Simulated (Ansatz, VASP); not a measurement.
H: VASP beside Ansatz

```
H
1.0
     0.00000    2.44047    0.00000
     2.77262   -1.22024    0.00000
     0.00000    0.00000  -11.48200
H
2
Direct
  0.82900 0.65800 0.75000
  0.17100 0.34200 0.25000
```

Alike in both runs: task single point; functional PBE; k mesh 8 × 8 × 2; occupations gaussian, width 0.0132 eV; no spin polarisation.

```csv
,VASP,Ansatz
version,VASP 6.6.1,Ansatz 0.2.0
potentials or method,"VASP PAW PBE potentials, release 64 (H), cutoff 520 eV",PAW plane waves
valence electrons in the cell,2,2
```

Ansatz gave:

```
gap on the k mesh at the Fermi level (eV)                     : none
pressure (GPa)                                                : -3.4
traceless stress, the component that is largest in VASP (GPa) : -5.22
```

**Question.** What did VASP give for the same quantities?

**Answer.** gap on the k mesh at the Fermi level (eV): none; pressure (GPa): -3.5; traceless stress, the component that is largest in VASP (GPa): -5.22.

A gap of «none» marks a metal or a gap that the smearing closes. With one functional, cell and mesh, what is left measures potentials, basis and numerics. Ansatz's warnings: xc potential rough in thin density.
